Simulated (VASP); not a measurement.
Al27As27H (a cell with a defect), 55 atoms in the cell. The cell holds a defect, 55 atoms: a = 12.151 Å, b = 12.151 Å, c = 12.151 Å, α = 60.00°, β = 60.00°, γ = 60.00°. 

| Property | Result |
| --- | --- |
| Program | VASP 6.6.1 |
| Task | single point |
| Functional | PBE |
| Potentials or basis | VASP PAW PBE potentials, release 64 (Al, As, H) |
| Cutoff | 520 eV |
| k mesh | 1 × 1 × 1 |
| Occupations | gaussian, width 0.01 eV |
| Spin | no spin polarisation |
| Dipole correction | no |
| Charge | -1 |
| Further INCAR settings | LREAL = Auto; ALGO = Normal; EDIFF = 1e-06; NBANDS = 142; NELECT = 218.0 |

Potentials or basis: VASP PAW PBE potentials, release 64 (Al, As, H).

Command:

```sh
$ cat potpaw_PBE.64/Al/POTCAR potpaw_PBE.64/As/POTCAR potpaw_PBE.64/H/POTCAR > POTCAR
$ mpirun -np 1 vasp_gam > vasp.out
```

Hardware: 1 thread of Intel(R) Xeon(R) Platinum 8375C CPU @ 2.90GHz (Ice Lake), with other jobs on the host.

Estimate the wall time of this run.

It took 6 min on 1 thread of Intel(R) Xeon(R) Platinum 8375C CPU @ 2.90GHz (Ice Lake), with other jobs on the host, peak memory 1.4 GiB. Counts: scf iterations 17, k points 1.
